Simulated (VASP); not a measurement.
# Si12O23 (a cell with a defect) in VASP: single point with PBE

Aim: the single point of Si12O23 (a cell with a defect) with PBE.

All numbers are computed with VASP 6.6.1; they aren't measurements. Logs are shortened: lines on timing, memory, paths and dates and some standing lists are left out, and cuts for length are marked.

**1. The cell of the first run**

The cell holds a defect, 35 atoms: a = 7.306 Å, b = 7.306 Å, c = 9.828 Å, α = 70.35°, β = 70.35°, γ = 71.26°.

**2. Single point, PBE**

Input file INCAR:

```
  PREC = Accurate
  ENCUT = 520
  EDIFF = 1E-6
  ISMEAR = 0
  SIGMA = 0.02
  LREAL = Auto
  LASPH = T
  NELM = 80
  ALGO = Normal
  ISIF = 2
  LWAVE = F
  LCHARG = F
  GGA = PE
  NBANDS = 116
```

Input file KPOINTS:

```
Automatic mesh
0
Gamma
  2 2 2
```

Input file POSCAR:

```
Si12O23
1.0
   -2.4570000000      4.2556490000      5.4060000000
    4.9140000000      0.0000000000      5.4060000000
    4.9140000000      8.5112980000      0.0000000000
Si O
12 23
Direct
    0.9184956537      0.4036242131      0.0390991938
    0.5664010973      0.0975276855      0.9521700141
   -0.0403354514      0.0068350814      0.2859780639
    0.9361220101      0.4036234579      0.5312621299
    0.6107134201      0.0850930912      0.4317923124
    0.0020265432     -0.0043458181      0.7688204247
    0.4049818436      0.9131272944      0.2889258985
    0.0592073459      0.6031037899      0.2004367980
    0.5051260976      0.4984747163      0.5143901233
    0.4507691222      0.9029017990      0.7713960710
    0.0728924608      0.5873419085      0.7054215787
    0.4938109402      0.5068527668      0.0126953569
    0.0104286685      0.1828295631      0.1322457805
    0.9712748837      0.5774406176      0.0782700844
    0.2966919637      0.5911178773      0.1329782063
    0.4633328643      0.3237422374      0.9703737267
    0.4876262811      0.9401558128      0.1085291226
    0.1606875356      0.9444769113      0.3484958757
    0.0239538427      0.1770065717      0.6176976594
    0.9997751662      0.5661604609      0.5740382740
    0.3145381985      0.5470254345      0.6521117966
    0.5148779781      0.3077398540      0.4607170431
    0.5578695442      0.9226459941      0.5941284199
    0.2091522038      0.9302869379      0.8181450859
    0.5074802310      0.6869396728      0.3684314969
    0.4805346902      0.0712531381      0.3293847808
    0.9463704838      0.8175777219      0.2381490340
    0.0212966076      0.4233807879      0.3524510731
    0.6951602289      0.4507661492      0.5802122152
    0.5462514152      0.6798085182      0.8604647271
    0.4965379280      0.0722062451      0.8203667482
    0.8110114612      0.0596851722      0.9033696019
    0.9711280552      0.8111101986      0.7281080821
    0.0083683236      0.4215741477      0.8606745237
    0.6780588409      0.4315268047      0.0897136455
```

Potentials or basis: VASP PAW PBE potentials, release 64 (Si, O).

Command:

```console
> cat potpaw_PBE.64/Si/POTCAR potpaw_PBE.64/O/POTCAR > POTCAR
> mpirun -np 1 vasp_std > vasp.out
```

OUTCAR:

```text
PREC = Accurate
   ENCUT = 520
   EDIFF = 1E-6
   ISMEAR = 0
   LREAL = Auto
   LASPH = T
   NELM = 80
   ISIF = 2
   GGA = PE

 ion  position               nearest neighbor table
   1  0.918  0.404  0.039-  13 1.62  35 1.62  34 1.63  14 1.63  12 3.03   8 3.05  11 3.06   3 3.10

   2  0.566  0.098  0.952-  16 1.62  31 1.62  17 1.63  32 1.64  10 3.06   6 3.07  12 3.09   7 3.09

   3  0.960  0.007  0.286-  27 1.64  13 1.64  18 1.65   5 2.46   1 3.10   7 3.11   8 3.13
   4  0.936  0.404  0.531-  29 1.61  19 1.62  20 1.62  28 1.63   8 3.03  11 3.05   9 3.05   6 3.12

   5  0.611  0.085  0.432-  22 1.63  26 1.64  23 1.65   3 2.46   7 3.10  10 3.11
   6  0.002  0.996  0.769-  24 1.62  19 1.62  33 1.63  32 1.63   2 3.07  11 3.10   4 3.12  10 3.13

   7  0.405  0.913  0.289-  25 1.62  26 1.63  17 1.63  18 1.64   2 3.09   5 3.10   3 3.11   9 3.13

   8  0.059  0.603  0.200-  15 1.62  27 1.62  14 1.62  28 1.63   4 3.03   1 3.05  12 3.08   3 3.13

   9  0.505  0.498  0.514-  29 1.62  25 1.62  22 1.62  21 1.62   4 3.05  11 3.07   7 3.13
  10  0.451  0.903  0.771-  30 1.62  31 1.63  23 1.63  24 1.63   2 3.06  12 3.07   5 3.11   6 3.13

  11  0.073  0.587  0.705-  21 1.62  33 1.62  20 1.62  34 1.63   4 3.05   1 3.06   9 3.07   6 3.10

  12  0.494  0.507  0.013-  35 1.62  15 1.62  30 1.62  16 1.62   1 3.03  10 3.07   8 3.08   2 3.09

  13  0.010  0.183  0.132-   1 1.62   3 1.64
  14  0.971  0.577  0.078-   8 1.62   1 1.63
  15  0.297  0.591  0.133-  12 1.62   8 1.62
  16  0.463  0.324  0.970-   2 1.62  12 1.62
  17  0.488  0.940  0.109-   2 1.63   7 1.63
  18  0.161  0.944  0.348-   7 1.64   3 1.65
[... 15 lines left out ...]
  34  0.008  0.422  0.861-   1 1.63  11 1.63
  35  0.678  0.432  0.090-  12 1.62   1 1.62

  LATTYP: Found a base centered monoclinic cell.
 ALAT       =    11.8763100924
 B/A-ratio  =     0.7166617986
 C/A-ratio  =     0.8275297808
 COS(beta)  =    -0.4137648904

  Lattice vectors:

 A1 = (   2.4570000000,  -4.2556490000,  -5.4060000000)
 A2 = (  -4.9140000000,   0.0000000000,  -5.4060000000)
 A3 = (   4.9140000000,   8.5112980000,   0.0000000000)

Analysis of symmetry for initial positions (statically):
=====================================================================
 Subroutine PRICEL returns:
 Original cell was already a primitive cell.

 Routine SETGRP: Setting up the symmetry group for a
 base centered monoclinic supercell.

 Subroutine GETGRP returns: Found  1 space group operations
 (whereof  1 operations were pure point group operations)
 out of a pool of  4 trial point group operations.

The static configuration has the point symmetry C_1 .

Analysis of symmetry for dynamics (positions and initial velocities):
=====================================================================
 Subroutine PRICEL returns:
 Original cell was already a primitive cell.

 Routine SETGRP: Setting up the symmetry group for a
 base centered monoclinic supercell.

 Subroutine GETGRP returns: Found  1 space group operations
 (whereof  1 operations were pure point group operations)
 out of a pool of  4 trial point group operations.

The dynamic configuration has the point symmetry C_1 .

 Subroutine INISYM returns: Found  1 space group operations
 (whereof  1 operations are pure point group operations),
 and found     1 'primitive' translations

----------------------------------------------------------------------------------------

                                     Primitive cell

  volume of cell :     452.2067

  direct lattice vectors                    reciprocal lattice vectors
    -2.457000000  4.255649000  5.406000000    -0.101750102  0.058745446  0.092489826
     4.914000000  0.000000000  5.406000000     0.101750102 -0.058745446  0.092489826
     4.914000000  8.511298000  0.000000000     0.050875051  0.088118170 -0.046244913

  length of vectors
     7.305630254  7.305630158  9.828000287     0.149527518  0.149527518  0.111766160

  position of ions in fractional coordinates (direct lattice)
     0.918495654  0.403624213  0.039099194
     0.566401097  0.097527685  0.952170014
     0.959664549  0.006835081  0.285978064
     0.936122010  0.403623458  0.531262130
     0.610713420  0.085093091  0.431792312
     0.002026543  0.995654182  0.768820425
[... 27 lines left out ...]
     0.008368324  0.421574148  0.860674524
     0.678058841  0.431526805  0.089713645

  ion indices of the primitive-cell ions
   primitive index   ion index
                 1           1
                 2           2
                 3           3
                 4           4
                 5           5
                 6           6
[... 27 lines left out ...]
                34          34
                35          35

----------------------------------------------------------------------------------------

 KPOINTS: Automatic mesh

Automatic generation of k-mesh.
 Grid dimensions read from file:
 generate k-points for:    2    2    2

 Generating k-lattice:

  Cartesian coordinates                     Fractional coordinates (reciprocal lattice)
    -0.050875051  0.029372723  0.046244913     0.500000000  0.000000000 -0.000000000
     0.050875051 -0.029372723  0.046244913     0.000000000  0.500000000  0.000000000
     0.025437525  0.044059085 -0.023122457    -0.000000000  0.000000000  0.500000000

  Length of vectors
     0.074763759  0.074763759  0.055883080

  Shift w.r.t. Gamma in fractional coordinates (k-lattice)
     0.000000000  0.000000000  0.000000000

 Subroutine IBZKPT returns following result:
 ===========================================

 Found      8 irreducible k-points:

 Following reciprocal coordinates:
            Coordinates               Weight
  0.000000  0.000000  0.000000      1.000000
  0.500000  0.000000  0.000000      1.000000
  0.000000  0.500000 -0.000000      1.000000
  0.500000  0.500000  0.000000      1.000000
  0.000000 -0.000000  0.500000      1.000000
  0.500000 -0.000000  0.500000      1.000000
  0.000000  0.500000  0.500000      1.000000
  0.500000  0.500000  0.500000      1.000000
   k-points           NKPTS =      8   k-points in BZ     NKDIM =      8   number of bands    NBANDS=    116
   number of dos      NEDOS =    301   number of ions     NIONS =     35
   total plane-waves  NPLWV = 233280
   dimension x,y,z NGX =    54 NGY =   54 NGZ =   80
   dimension x,y,z NGXF=   108 NGYF=  108 NGZF=  160
   ions per type =              12  23
   NGX,Y,Z   is equivalent  to a cutoff of  12.29, 12.29, 13.53 a.u.
   NGXF,Y,Z  is equivalent  to a cutoff of  24.58, 24.58, 27.06 a.u.
 SYSTEM =  unknown system
   PREC   = accura    normal or accurate (medium, high low for compatibility)
   ISTART =      0    job   : 0-new  1-cont  2-samecut
   ICHARG =      2    charge: 1-file 2-atom 10-const
   ISPIN  =      1    spin polarized calculation?
   LNONCOLLINEAR =      F non collinear calculations
   LSORBIT =      F    spin-orbit coupling
   LASPH  =      T    aspherical Exc in radial PAW
   ENCUT  =  520.0 eV  38.22 Ry    6.18 a.u.  13.58 13.58 18.27*2*pi/ulx,y,z
   NELM   =     80;   NELMIN=  2; NELMDL= -5     # of ELM steps
   EDIFF  = 0.1E-05   stopping-criterion for ELM
   LREAL  =      T    real-space projection
   EDIFFG = 0.1E-04   stopping-criterion for IOM
   NSW    =      0    number of steps for IOM
   IBRION =     -1    ionic relax: 0-MD 1-quasi-New 2-CG
   NFREE  =      0    steps in history (QN), initial steepest desc. (CG)
   ISIF   =      2    stress and relaxation
   ISYM   =      2    0-nonsym 1-usesym 2-fastsym
   POTIM  = 0.5000    time-step for ionic-motion
   TEBEG  =    0.0;   TEEND  =   0.0 temperature during run
   PSTRESS=    0.0 pullay stress
   NELECT =     186.0000    total number of electrons
   NUPDOWN=      -1.0000    fix difference up-down
   EMIN   =  10.00;   EMAX   =-10.00  energy-range for DOS
   EFERMI =   0.00;   METHOD = LEGACY
   ISMEAR =     0;   SIGMA  =   0.02  broadening in eV -4-tet -1-fermi 0-gaus
   EFERMI_NEDOS =   21; number of points for ismear=-14 and -15
   IALGO  =     38    algorithm
   IMIX   =      4    mixing-type and parameters
     AMIX     =   0.40;   BMIX     =  1.00
     AMIX_MAG =   1.60;   BMIX_MAG =  1.00
  volume/ion in A,a.u.               =      12.92        87.19
  Fermi-wavevector in a.u.,A,eV,Ry     =   1.217494  2.300730 20.167801  1.482292
  Thomas-Fermi vector in A             =   2.352812
   LORBIT       =      0    0 simple, 1 ext, 2 COOP (PROOUT), +10 PAW based schemes
   GGA     = PE    functional components
   LHFCALC =     F    Hartree Fock is set to
   AEXX    =    0.0000 exact exchange contribution
   IVDW    =     0    specifies the selected vdW correction
   LEPSILON=     F    determine dielectric tensor
   LRPA    =     F    only Hartree local field effects (RPA)
 non-spin polarized calculation
 Gauss-broadening in eV      SIGMA  =   0.02
  energy-cutoff  :      520.00
  volume of cell :      452.21
 maximum number of plane-waves:     12202
   NGX = 27   NGY = 27   NGZ = 37

 number of electron     185.9999999 magnetization

 Free energy of the ion-electron system (eV)
  ---------------------------------------------------
  ext. energy  EPLUGINS =         0.00000000
  ---------------------------------------------------
  free energy    TOTEN  =      -274.23467605 eV

  energy without entropy =     -274.23467605  energy(sigma->0) =     -274.23467605

 E-fermi :   1.6291     XC(G=0):  -9.1514

 val. band max:        1.4512757029   @ k =   0.5000   0.5000   0.0000
 cond. band min:       7.1020486748   @ k =   0.0000   0.0000   0.0000
 fundamental gap:      5.6507729720
 Fermi energy:         1.6291272144

 k-point     1 :       0.0000    0.0000    0.0000
  band No.  band energies     occupation
      1     -18.2486      2.00000
      2     -17.7888      2.00000
      3     -17.7313      2.00000
      4     -17.5766      2.00000
      5     -17.3581      2.00000
      6     -17.2386      2.00000
[... 97 lines left out ...]
    104      10.3381      0.00000
    105      10.4449      0.00000

 k-point     2 :       0.5000    0.0000    0.0000
  band No.  band energies     occupation
      1     -18.0309      2.00000
      2     -17.9341      2.00000
      3     -17.7420      2.00000
      4     -17.6586      2.00000
      5     -17.3269      2.00000
      6     -17.2947      2.00000
[... 745 lines left out ...]
    104      10.2607      0.00000
    105      10.3211      0.00000
 [bands above 105 left out]

------------------------ aborting loop because EDIFF is reached ----------------------------------------

  FORCE on cell =-STRESS in cart. coord.  units (eV):
  Direction    XX          YY          ZZ          XY          YZ          ZX
  --------------------------------------------------------------------------------------
  -------------------------------------------------------------------------------------
  Total        1.4750549      7.8771958      4.7006024     -1.4931976      1.2650776      4.3380828
  in kB        5.2261490     27.9090618     16.6543281     -5.2904290      4.4821953     15.3699139
  external PRESSURE =      16.5965129 kB  Pullay stress =       0.0000000 kB

 VOLUME and BASIS-vectors are now :
 -----------------------------------------------------------------------------
  energy-cutoff  :      520.00
  volume of cell :      452.21
      direct lattice vectors                 reciprocal lattice vectors
    -2.457000000  4.255649000  5.406000000    -0.101750102  0.058745446  0.092489826
     4.914000000  0.000000000  5.406000000     0.101750102 -0.058745446  0.092489826
     4.914000000  8.511298000  0.000000000     0.050875051  0.088118170 -0.046244913

 POSITION                                       TOTAL-FORCE (eV/Angst)
 -----------------------------------------------------------------------------------
     -0.08120      4.24158      7.14738        -0.014383      0.007600     -0.000899
      3.76657     10.51461      3.58920         0.010314     -0.012458     -0.001522
     -0.91901      6.51804      5.22490         0.043688      0.003058     -0.035670
      2.29398      8.50554      7.24266        -0.016139      0.004302     -0.000699
      1.03945      6.27410      3.76153        -0.030948     -0.012626      0.032244
      8.66565      6.55228      5.39346         0.000463      0.011853      0.005317
[... 27 lines left out ...]
      6.28041      7.36107      2.32427         0.010375     -0.006254      0.004217
      0.89539      3.64916      5.99842        -0.010593     -0.001241      0.001828
 -----------------------------------------------------------------------------------
    total drift:                                0.007201      0.009825      0.000681

  FREE ENERGIE OF THE ION-ELECTRON SYSTEM (eV)
  ---------------------------------------------------
  free  energy   TOTEN  =      -274.2346760458 eV

  energy  without entropy=     -274.2346760458  energy(sigma->0) =     -274.23467605
```

It took 28 min on 1 thread of Intel Xeon 8259CL, shared host; peak memory 0.64 GiB.

What came out:

```yaml
Free_energy: -274.2347 eV
Pressure: 1.7 GPa
Largest_force: 0.056 eV/Å
Band_gap_on_the_k_mesh: 5.65 eV
```

Forces on the atoms (eV/Å):
```
Si  -0.014  0.008 -0.001
Si   0.010 -0.012 -0.002
Si   0.044  0.003 -0.036
Si  -0.016  0.004 -0.001
Si  -0.031 -0.013  0.032
Si   0.000  0.012  0.005
Si  -0.008  0.000 -0.004
Si   0.011 -0.015  0.010
Si  -0.002  0.003 -0.006
Si  -0.014 -0.008 -0.001
Si   0.008 -0.013  0.003
Si   0.012  0.009 -0.001
O    0.008 -0.004 -0.001
O   -0.010  0.004 -0.004
O   -0.005 -0.011 -0.006
O   -0.002  0.013  0.006
O    0.006 -0.004  0.010
O   -0.006  0.002  0.004
O    0.016  0.009 -0.006
O   -0.009  0.003 -0.004
O    0.006 -0.010 -0.004
O    0.004  0.017  0.009
O    0.005  0.001  0.002
O   -0.006 -0.007  0.008
O    0.013  0.007 -0.004
O   -0.012 -0.003 -0.009
O   -0.004  0.005  0.005
O    0.000 -0.002 -0.002
O   -0.009 -0.003  0.004
O    0.007  0.005 -0.008
O   -0.007  0.002 -0.005
O    0.004 -0.009 -0.006
O    0.000  0.014  0.006
O    0.010 -0.006  0.004
O   -0.011 -0.001  0.002
```

Stress tensor (GPa, compression positive):
```
 0.52 -0.53  1.54
-0.53  2.79  0.45
 1.54  0.45  1.67
```

Caveat: the k points lie up to 0.47 Å⁻¹ apart.
